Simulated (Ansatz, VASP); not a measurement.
# Two plane-wave programs on Cu

The input INCAR:

```
SYSTEM = Cu
ALGO = Normal
EDIFF = 1E-6
ENCUT = 820
GGA = PE
GGA_COMPAT = .False.
ISIF = 2
ISMEAR = 0
LASPH = .True.
LCHARG = .False.
LREAL = .False.
LWAVE = .False.
NBANDS = 16
NELM = 120
PREC = Accurate
SIGMA = 0.1
```

File KPOINTS:

```
k-points
0
Gamma
  1 2 1
  0 0 0
```

POSCAR

```
Cu
1.0
   11.5702539529      0.0000000000      0.0000000000
    0.0000000000      2.2382121000      0.0000000000
   -4.5956239420      0.0000000000     21.7433883473
Cu
1
Direct
    0.5000000000      0.5000000000      0.5000000000
```

Input for Ansatz:

```yaml
crystal:
  lattice:
    - [11.5702539529, 0.0, 0.0]
    - [0.0, 2.2382121, 0.0]
    - [-4.595623942, 0.0, 21.7433883473]
  atoms:
    - { symbol: Cu, position: [0.5, 0.5, 0.5] }
basis:
  ecutwfc: 420
kpoints:
  mp_grid: { grid: [1, 2, 1] }
hamiltonian:
  xc: pbe
scf:
  occupations: { method: gaussian, width: 0.1 }
output:
  forces: true
  stress: true
  eigenvalues: true
  optics: { e_range: [0, 10], sigma: 0.2 }
```

Alike in both runs: task single point; functional PBE; k mesh 1 × 2 × 1; occupations gaussian, width 0.1 eV; no spin polarisation.

|  | VASP | Ansatz |
| --- | --- | --- |
| version | VASP 6.6.1 | Ansatz 0.2.0 |
| potentials or method | VASP PAW PBE potentials, release 64 (Cu_sv_GW), cutoff 820 eV | scalar-relativistic, plane waves, PAW |
| valence electrons in the cell | 19 | 19 |

```csv
,VASP,Ansatz,Ansatz less VASP
pressure (GPa),0.2,0.2,+0.03
"traceless stress, the component that is largest in VASP (GPa)",0.43,0.42,-0.010
```

The functional is the same, so the differences come from potentials, cutoffs and numerics. Ansatz's warnings: optics on partly filled bands.

The k mesh is coarse, so the values compare programs but aren't converged.
